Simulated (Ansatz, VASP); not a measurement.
**Two plane-wave programs on CuSi12**

```
Si Cu
1.0
     6.65222    0.00000    0.00000
    -3.32611    5.76099    0.00000
     0.00000    0.00000    6.33964
Si Cu
12 1
Direct
  0.67033 0.67033 0.68643
  0.32967 0.00000 0.68643
  0.00000 0.32967 0.68643
  0.00000 0.66361 0.81229
  0.66361 0.00000 0.81229
  0.33639 0.33639 0.81229
  0.00000 0.66361 0.18771
  0.66361 0.00000 0.18771
  0.33639 0.33639 0.18771
  0.67033 0.67033 0.31357
  0.32967 0.00000 0.31357
  0.00000 0.32967 0.31357
  0.00000 0.00000 0.00000
```

Alike in both runs: functional PBE; dispersion D3(BJ); k mesh 3 × 3 × 4; occupations gaussian, width 0.1 eV; no spin polarisation.

Ansatz relaxed the structure, and its values are those at the end. VASP's run is a single point on that final structure, the one shown.

```csv
,VASP,Ansatz
version,VASP 6.6.1,Ansatz 0.2.0
potentials or method,"VASP PAW PBE potentials, release 64 (Si, Cu), cutoff 520 eV","scalar-relativistic, plane waves, PAW"
valence electrons in the cell,59,67
```

|  | VASP | Ansatz | Ansatz less VASP |
| --- | --- | --- | --- |
| gap on the k mesh at the Fermi level (eV) | none | none | - |
| pressure (GPa) | -0.1 | 0.0 | +0.02 |
| rms of the force components (eV/Å) | 0.007 | 0.006 | -0.0016 |

A gap of «none» marks a metal or a gap that the smearing closes. VASP's potentials hold 59 valence electrons a cell and Ansatz's 67, so a difference there can come from the potentials and not from the codes.

The k mesh is coarse, so the values compare programs but aren't converged.
